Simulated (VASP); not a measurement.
# Pb (P6_3/mmc) in VASP: notebook, part 2 of 2

VASP 6.6.1. The steps go on from the part before.

**4. Vibrations by perturbation theory, PBEsol (30.29 Å³/atom)**

This run uses another cell than the first one, of 30.29 Å³/atom.

File INCAR:

```
SYSTEM = Pb
ALGO = Normal
EDIFF = 1E-8
ENCUT = 520
GGA = PS
IBRION = 8
ISIF = 2
ISMEAR = -1
LASPH = .True.
LCHARG = .False.
LREAL = .False.
LWAVE = .False.
NELM = 100
NSW = 1
PREC = Accurate
SIGMA = 0.1
```

File KPOINTS:

```
k-points
0
Gamma
  12 12 6
  0 0 0
```

File POSCAR:

```
Pb
1.0
    3.4901354501      0.0000000000      0.0000000000
   -1.7450677251      3.0225459625      0.0000000000
    0.0000000000      0.0000000000      5.7431005739
Pb
2
Direct
    0.3333333333      0.6666666667      0.2500000000
    0.6666666667      0.3333333333      0.7500000000
```

Potentials or basis: VASP PAW PBE potentials, release 64 (Pb_d).

Launch:

```
> cat potpaw_PBE.64/Pb_d/POTCAR > POTCAR
> mpirun -np 1 vasp_std > vasp.out
```

OUTCAR:

```text
SYSTEM = Pb
   EDIFF = 1E-8
   ENCUT = 520
   GGA = PS
   IBRION = 8
   ISIF = 2
   ISMEAR = -1
   LASPH = .True.
   LREAL = .False.
   NELM = 100
   NSW = 1
   PREC = Accurate

 ion  position               nearest neighbor table
   1  0.333  0.667  0.250-   2 3.51   2 3.51   2 3.51   2 3.51   2 3.51   2 3.51
   2  0.667  0.333  0.750-   1 3.51   1 3.51   1 3.51   1 3.51   1 3.51   1 3.51

  LATTYP: Found a hexagonal cell.
 ALAT       =     3.4901354501
 C/A-ratio  =     1.6455236927

  Lattice vectors:

 A1 = (   3.4901354501,   0.0000000000,   0.0000000000)
 A2 = (  -1.7450677251,   3.0225459625,   0.0000000000)
 A3 = (   0.0000000000,   0.0000000000,   5.7431005739)

Analysis of symmetry for initial positions (statically):
=====================================================================
 Subroutine PRICEL returns:
 Original cell was already a primitive cell.

 Routine SETGRP: Setting up the symmetry group for a
 hexagonal supercell.

 Subroutine GETGRP returns: Found 24 space group operations
 (whereof 12 operations were pure point group operations)
 out of a pool of 24 trial point group operations.

The static configuration has the point symmetry D_3d.
 The point group associated with its full space group is D_6h.

Analysis of symmetry for dynamics (positions and initial velocities):
=====================================================================
 Subroutine PRICEL returns:
 Original cell was already a primitive cell.

 Routine SETGRP: Setting up the symmetry group for a
[... 695 lines left out ...]

  FREE ENERGIE OF THE ION-ELECTRON SYSTEM (eV)
  ---------------------------------------------------
  free  energy   TOTEN  =        -7.9972159937 eV

  energy  without entropy=       -7.9602404998  energy(sigma->0) =       -7.97872825

[... ionic steps 2 to 3 ...]

--------------------------------------- Ionic step        4  -------------------------------------------

------------------------ aborting loop because EDIFF is reached ----------------------------------------

[... ionic steps 5 to 5 ...]

--------------------------------------- Ionic step        6  -------------------------------------------

 Free energy of the ion-electron system (eV)
  ---------------------------------------------------
  ---------------------------------------------------
  free energy    TOTEN  =        -0.35704114 eV

  energy without entropy =       -0.35704114

------------------------ aborting loop because EDIFF is reached ----------------------------------------

 INTERNAL STRAIN TENSOR  FOR ION    1  DIRECTION 3   (eV/Angst):
 -----------------------------------------------------------------------------
    -0.00559 -0.00000 -0.00000
     0.00000 -0.00559 -0.00000
     0.00000  0.00000  0.00987

 INTERNAL STRAIN TENSOR FOR ION    2 for displacements in x,y,z  (eV/Angst):
          X           Y           Z          XY          YZ          ZX
  --------------------------------------------------------------------------------
  x    -0.00000     0.00000    -0.00000     0.31573     0.00000     0.00000
  y     0.31573    -0.31573    -0.00000     0.00000     0.00000     0.00000
  z    -0.00000    -0.00000    -0.00000     0.00000     0.00000     0.00000

 SECOND DERIVATIVES (NOT SYMMETRIZED)
 ------------------------------------
               1X          1Y          1Z          2X          2Y          2Z
  1X    -0.241033    0.000000    0.000000    0.241033   -0.000000    0.000000
  1Y     0.000000   -0.241033    0.000000   -0.000000    0.241033    0.000000
  1Z    -0.000000    0.000000   -2.000427    0.000000    0.000000    2.000427
  2X     0.241033   -0.000000    0.000000   -0.241033    0.000000    0.000000
  2Y    -0.000000    0.241033    0.000000    0.000000   -0.241033    0.000000
  2Z     0.000000    0.000000    2.000427   -0.000000    0.000000   -2.000427

 Eigenvectors and eigenvalues of the dynamical matrix
 ----------------------------------------------------

   1 f  =    2.172362 THz    13.649353 2PiTHz   72.462199 cm-1     8.984164 meV
             X         Y         Z           dx          dy          dz
     -0.000000  2.015031  1.435775    -0.000000    0.000000   -0.707107
      1.745068  1.007515  4.307325     0.000000    0.000000    0.707107
[... 16 lines left out ...]
   5 f  =    0.000000 THz     0.000000 2PiTHz    0.000000 cm-1     0.000000 meV
             X         Y         Z           dx          dy          dz
     -0.000000  2.015031  1.435775     0.000000    0.000000    0.707107
      1.745068  1.007515  4.307325    -0.000000    0.000000    0.707107

   6 f/i=    0.000000 THz     0.000000 2PiTHz    0.000000 cm-1     0.000000 meV
             X         Y         Z           dx          dy          dz
     -0.000000  2.015031  1.435775    -0.405615   -0.579204   -0.000000
      1.745068  1.007515  4.307325    -0.405615   -0.579204    0.000000

--------------------------------------------------------------------------------------------------------

 ELASTIC MODULI CONTR FROM IONIC RELAXATION (kBar)
 Direction    XX          YY          ZZ          XY          YZ          ZX
 --------------------------------------------------------------------------------
 XX         -10.9371     10.9371      0.0000      0.0000      0.0000     -0.0000
 YY          10.9371    -10.9371     -0.0000      0.0000      0.0000      0.0000
 ZZ           0.0000     -0.0000     -0.0000      0.0000      0.0000      0.0000
 XY           0.0000      0.0000      0.0000    -10.9371      0.0000      0.0000
 YZ           0.0000      0.0000      0.0000      0.0000      0.0000      0.0000
 ZX          -0.0000      0.0000      0.0000      0.0000      0.0000     -0.0000
 --------------------------------------------------------------------------------
```

OSZICAR:

```text
N       E                     dE             d eps       ncg     rms          rms(c)
DAV:   1     0.281975823941E+03    0.28198E+03   -0.14723E+04  2736   0.190E+03
DAV:   2     0.110587666422E+02   -0.27092E+03   -0.26722E+03  2742   0.438E+02
DAV:   3    -0.748767464693E+01   -0.18546E+02   -0.18235E+02  3412   0.144E+02
DAV:   4    -0.801163502024E+01   -0.52396E+00   -0.52176E+00  3300   0.280E+01
[... 48 lines left out ...]
RMM:  14    -0.357041188737E+00    0.22553E-07   -0.35291E-07  6368   0.262E-05    0.104E-06
RMM:  15    -0.357041153498E+00    0.35239E-07   -0.10189E-07  6729   0.141E-05    0.406E-07
RMM:  16    -0.357041147742E+00    0.57558E-08   -0.14818E-07  6824   0.804E-06    0.161E-07
RMM:  17    -0.357041136552E+00    0.11190E-07   -0.36396E-08  5790   0.505E-06    0.565E-08
 Linear response finished
```

stdout:

```text
POSCAR found type information on POSCAR Pb
 POSCAR found :  1 types and       2 ions
 scaLAPACK will be used
 -----------------------------------------------------------------------------
|                                                                             |
|                                                                             |
|     You enforced a specific xc type in the INCAR file but a different       |
|     I HOPE YOU KNOW WHAT YOU ARE DOING!                                     |
|                                                                             |
 -----------------------------------------------------------------------------

 LDA part: xc-table for (Slater+PW92), standard interpolation
 POSCAR, INCAR and KPOINTS ok, starting setup
 FFT: planning ... GRIDC
 FFT: planning ... GRID_SOFT
 FFT: planning ... GRID
 WAVECAR not read
 entering main loop
 Linear response reoptimize wavefunctions to high precision
 Linear response DOF=           2
 Linear response progress:
 first order change of Fermi-energy   0.47442E-05
 force on displaced ion       1 direction 1 :  -0.241  -0.001   0.000
 Linear response progress:
 first order change of Fermi-energy   0.36284E-05
 force on displaced ion       1 direction 3 :  -0.000  -0.000  -2.000
 Linear response finished
```

It took 6.4 min on 1 thread of AMD EPYC 9R45 (Zen 5), shared host; peak memory 0.66 GiB.

What came out:

```yaml
Highest_phonon_frequency_at_Γ: 72 cm⁻¹
```

Phonon frequencies in cm⁻¹ (negative: imaginary):
```
              q point     frequencies
(0.000, 0.000, 0.000)  0 0 0 25 25 72
```

Caveat: the PAW data sets were made with another functional, which shifts forces and pressure a little; spin-orbit coupling is left out, which moves the levels of the heavy elements.
